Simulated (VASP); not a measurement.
# Hf (Im-3m) in VASP: a series of runs, part 2 of 3

VASP 6.6.1. Earlier steps stand in the parts before.

## (3) Relaxation of cell and atoms, PBE, target pressure 74 GPa, at which the enthalpy is minimised

This run uses another cell than the first one, of 15.39 Å³/atom, 1.020 times its volume.

The input, INCAR:

```
ALGO = Normal
EDIFF = 1E-6
EDIFFG = -0.005
ENCUT = 600
GGA = PE
IBRION = 2
ISIF = 3
ISMEAR = -1
LASPH = True
LCHARG = False
LREAL = False
LWAVE = False
NELM = 80
NSW = 60
PREC = Accurate
PSTRESS = 740.0
SIGMA = 0.05
```

The input, KPOINTS:

```
k-points
0
Gamma
  17 17 17
```

The input, POSCAR:

```
Hf
1.0
   -1.5668505568      1.5668505568      1.5668505568
    1.5668505568     -1.5668505568      1.5668505568
    1.5668505568      1.5668505568     -1.5668505568
Hf
1
Direct
    0.0000000000      0.0000000000      0.0000000000
```

Potentials or basis: VASP PAW PBE potentials, release 64 (Hf_pv).

Run with:

```
cat potpaw_PBE.64/Hf_pv/POTCAR > POTCAR
mpirun -np 1 vasp_std > vasp.out
```

OUTCAR:

```text
EDIFF = 1E-6
   EDIFFG = -0.005
   ENCUT = 600
   GGA = PE
   IBRION = 2
   ISIF = 3
   ISMEAR = -1
   LASPH = True
   LREAL = False
   NELM = 80
   NSW = 60
   PREC = Accurate
   PSTRESS = 740.0

 ion  position               nearest neighbor table
   1  0.000  0.000  0.000-

  LATTYP: Found a body centered cubic cell.
 ALAT       =     3.1337011136

  Lattice vectors:

 A1 = (  -1.5668505568,   1.5668505568,   1.5668505568)
 A2 = (   1.5668505568,  -1.5668505568,   1.5668505568)
 A3 = (   1.5668505568,   1.5668505568,  -1.5668505568)

Analysis of symmetry for initial positions (statically):
=====================================================================
 Subroutine PRICEL returns:
 Original cell was already a primitive cell.

 Routine SETGRP: Setting up the symmetry group for a
 body centered cubic supercell.

 Subroutine GETGRP returns: Found 48 space group operations
 (whereof 48 operations were pure point group operations)
 out of a pool of 48 trial point group operations.

The static configuration has the point symmetry O_h .

Analysis of symmetry for dynamics (positions and initial velocities):
=====================================================================
 Subroutine PRICEL returns:
 Original cell was already a primitive cell.

 Routine SETGRP: Setting up the symmetry group for a
 body centered cubic supercell.

 Subroutine GETGRP returns: Found 48 space group operations
 (whereof 48 operations were pure point group operations)
 out of a pool of 48 trial point group operations.

The dynamic configuration has the point symmetry O_h .

 Subroutine INISYM returns: Found 48 space group operations
 (whereof 48 operations are pure point group operations),
 and found     1 'primitive' translations

----------------------------------------------------------------------------------------

                                     Primitive cell

  volume of cell :      15.3866

  direct lattice vectors                    reciprocal lattice vectors
    -1.566850557  1.566850557  1.566850557     0.000000000  0.319111480  0.319111480
     1.566850557 -1.566850557  1.566850557     0.319111480  0.000000000  0.319111480
     1.566850557  1.566850557 -1.566850557     0.319111480  0.319111480  0.000000000

  length of vectors
     2.713864772  2.713864772  2.713864772     0.451291783  0.451291783  0.451291783

  position of ions in fractional coordinates (direct lattice)
     0.000000000  0.000000000  0.000000000

  ion indices of the primitive-cell ions
   primitive index   ion index
                 1           1

----------------------------------------------------------------------------------------

 KPOINTS: k-points

Automatic generation of k-mesh.
[... 27 lines left out ...]
  0.235294  0.000000  0.000000     12.000000
  0.294118  0.000000  0.000000     12.000000
[... 16 lines left out ...]
  0.411765  0.117647  0.000000     48.000000
  0.176471  0.176471  0.000000     24.000000
 [... further k-points ...]
   k-points           NKPTS =    165   k-points in BZ     NKDIM =    165   number of bands    NBANDS=      9
   number of dos      NEDOS =    301   number of ions     NIONS =      1
   total plane-waves  NPLWV =  13824
   dimension x,y,z NGX =    24 NGY =   24 NGZ =   24
   dimension x,y,z NGXF=    48 NGYF=   48 NGZF=   48
   ions per type =               1
   NGX,Y,Z   is equivalent  to a cutoff of  14.70, 14.70, 14.70 a.u.
   NGXF,Y,Z  is equivalent  to a cutoff of  29.40, 29.40, 29.40 a.u.
 SYSTEM =  unknown system
   PREC   = accura    normal or accurate (medium, high low for compatibility)
   ISTART =      0    job   : 0-new  1-cont  2-samecut
   ICHARG =      2    charge: 1-file 2-atom 10-const
   ISPIN  =      1    spin polarized calculation?
   LNONCOLLINEAR =      F non collinear calculations
   LSORBIT =      F    spin-orbit coupling
   LASPH  =      T    aspherical Exc in radial PAW
   ENCUT  =  600.0 eV  44.10 Ry    6.64 a.u.   5.42  5.42  5.42*2*pi/ulx,y,z
   NELM   =     80;   NELMIN=  2; NELMDL= -5     # of ELM steps
   EDIFF  = 0.1E-05   stopping-criterion for ELM
   LREAL  =      F    real-space projection
   EDIFFG = -.5E-02   stopping-criterion for IOM
   NSW    =     60    number of steps for IOM
   IBRION =      2    ionic relax: 0-MD 1-quasi-New 2-CG
   NFREE  =      1    steps in history (QN), initial steepest desc. (CG)
   ISIF   =      3    stress and relaxation
   ISYM   =      2    0-nonsym 1-usesym 2-fastsym
   POTIM  = 0.5000    time-step for ionic-motion
   TEBEG  =    0.0;   TEEND  =   0.0 temperature during run
   PSTRESS=  740.0 pullay stress
   NELECT =      10.0000    total number of electrons
   NUPDOWN=      -1.0000    fix difference up-down
   EMIN   =  10.00;   EMAX   =-10.00  energy-range for DOS
   EFERMI =   0.00;   METHOD = LEGACY
   ISMEAR =    -1;   SIGMA  =   0.05  broadening in eV -4-tet -1-fermi 0-gaus
   EFERMI_NEDOS =   21; number of points for ismear=-14 and -15
   IALGO  =     38    algorithm
   IMIX   =      4    mixing-type and parameters
     AMIX     =   0.40;   BMIX     =  1.00
     AMIX_MAG =   1.60;   BMIX_MAG =  1.00
  volume/ion in A,a.u.               =      15.39       103.83
  Fermi-wavevector in a.u.,A,eV,Ry     =   1.418058  2.679741 27.359790  2.010888
  Thomas-Fermi vector in A             =   2.539223
   LORBIT       =      0    0 simple, 1 ext, 2 COOP (PROOUT), +10 PAW based schemes
   GGA     = PE    functional components
   LHFCALC =     F    Hartree Fock is set to
   AEXX    =    0.0000 exact exchange contribution
   IVDW    =     0    specifies the selected vdW correction
   LEPSILON=     F    determine dielectric tensor
   LRPA    =     F    only Hartree local field effects (RPA)
 conjugate gradient relaxation of ions
 non-spin polarized calculation
  energy-cutoff  :      600.00
  volume of cell :       15.39
 maximum number of plane-waves:       533
 NGX is ok and might be reduce to    24
   NGX = 11   NGY = 11   NGZ = 11

--------------------------------------- Ionic step        1  -------------------------------------------

 number of electron      10.0000001 magnetization

 Free energy of the ion-electron system (eV)
  ---------------------------------------------------
  ext. energy  EPLUGINS =         0.00000000
  ---------------------------------------------------
  free energy    TOTEN  =        -8.64963943 eV

  energy without entropy =       -8.64094957  energy(sigma->0) =       -8.64529450

------------------------ aborting loop because EDIFF is reached ----------------------------------------

  FORCE on cell =-STRESS in cart. coord.  units (eV):
  Direction    XX          YY          ZZ          XY          YZ          ZX
  --------------------------------------------------------------------------------------
  -------------------------------------------------------------------------------------
  Total        6.4815105      6.4815105      6.4815105     -0.0000000     -0.0000000     -0.0000000
  in kB      674.9072460    674.9072460    674.9072460     -0.0000000     -0.0000000     -0.0000000
  external PRESSURE =     -65.0927540 kB  Pullay stress =     740.0000000 kB
[... 98 lines left out ...]
--------------------------------------- Ionic step        4  -------------------------------------------

 number of electron      10.0000000 magnetization

 Free energy of the ion-electron system (eV)
  ---------------------------------------------------
  ext. energy  EPLUGINS =         0.00000000
  ---------------------------------------------------
  free energy    TOTEN  =        -8.50399757 eV

  energy without entropy =       -8.49593153  energy(sigma->0) =       -8.49996455

 E-fermi :   7.6087     XC(G=0): -13.2268

 val. band max:        7.5856993728   @ k =  -0.3529  -0.4706   0.1176
 cond. band min:       7.6254350531   @ k =   0.2353   0.1176   0.0588
 fundamental gap:      0.0397356803
 Fermi energy:         7.6087469674

 k-point     1 :       0.0000    0.0000    0.0000
  band No.  band energies     occupation
      1     -20.6617      2.00000
      2     -20.6617      2.00000
      3     -20.6617      2.00000
      4      -0.3847      2.00000
      5       9.3098      0.00000
      6       9.3098      0.00000
      7       9.3098      0.00000
      8      13.3826      0.00000
      9      13.3826      0.00000
[... 265 lines left out ...]
 k-point    24 :       0.1765    0.1765    0.0000
  band No.  band energies     occupation
      1     -22.4798      2.00000
      2     -21.2606      2.00000
      3     -20.8572      2.00000
      4       3.5523      2.00000
      5       7.0079      1.99999
      6       7.5698      1.37077
      7      12.0862      0.00000
      8      14.7000      0.00000
      9      14.9388      0.00000

 [... further k-points ...]

------------------------ aborting loop because EDIFF is reached ----------------------------------------

  FORCE on cell =-STRESS in cart. coord.  units (eV):
  Direction    XX          YY          ZZ          XY          YZ          ZX
  --------------------------------------------------------------------------------------
  -------------------------------------------------------------------------------------
  Total        6.9532865      6.9532865      6.9532865      0.0000000     -0.0000000     -0.0000000
  in kB      739.9062605    739.9062605    739.9062605      0.0000000     -0.0000000     -0.0000000
  external PRESSURE =      -0.0937395 kB  Pullay stress =     740.0000000 kB
[... 20 lines left out ...]
  energy  without entropy=       -8.4959315291  energy(sigma->0) =       -8.49996455

  enthalpy is  TOTEN    =        -1.5498301475 eV   P V=        6.9541674258

 reached required accuracy - stopping structural energy minimisation
```

CONTCAR:

```text
Hf
   1.00000000000000
    -1.5555644324688809    1.5555644324688809    1.5555644324688809
     1.5555644324688809   -1.5555644324688809    1.5555644324688809
     1.5555644324688809    1.5555644324688809   -1.5555644324688809
  Hf
     1
Direct
     0.0000000000000000    1.0000000000000000    0.0000000000000000

  0.00000000E+00  0.00000000E+00  0.00000000E+00
```

Run time: 20 s. Hardware: 1 thread of Intel Xeon 6975P-C (Granite Rapids), shared host; peak memory 0.17 GiB.

Results:

| Quantity | Value |
| --- | --- |
| Free energy | -8.5040 eV |
| Relaxed volume | 15.06 Å³/atom |
| Relaxed cell | a = 2.694 Å, b = 2.694 Å, c = 2.694 Å, α = 109.47°, β = 109.47°, γ = 109.47° |
| Space group after relaxing (to 0.05 Å) | Im-3m (No. 229) |
| Energy change on relaxing (the enthalpy is what falls) | +145.6 meV/atom |
| Ionic steps | 4 |
| Pressure after relaxing | 74.0 GPa |
| Band gap on the k mesh | zero (band 5 reaches 9.31 eV, above the bottom of band 6 at 6.44 eV) |

Step by step:
```csv
step,energy change (eV),largest force (eV/Å),pressure (GPa),volume (Å³)
1,0.0000,0.0000,67.49,15.39
2,0.6904,0.0000,98.10,14.04
3,0.1406,0.0000,73.76,15.07
4,0.1456,0.0000,73.99,15.06
```

Final structure:
```
CELL_PARAMETERS angstrom
-1.55556 1.55556 1.55556
1.55556 -1.55556 1.55556
1.55556 1.55556 -1.55556
ATOMIC_POSITIONS crystal
Hf 0.00000 0.00000 0.00000
```

Levels at points of the mesh, in eV from the Fermi level:
```
           k point  band 1  band 2  band 3  band 4  band 5  band 6  band 7  band 8  band 9
(0.00, 0.00, 0.00)  -28.27  -28.27  -28.27   -7.99    1.70    1.70    1.70    5.77    5.77
```

Caveat: the cell is relaxed towards a set pressure, so the enthalpy falls and the energy may rise; spin-orbit coupling is left out, which moves the levels of the heavy elements.

(Continued in part 3 of 3.)
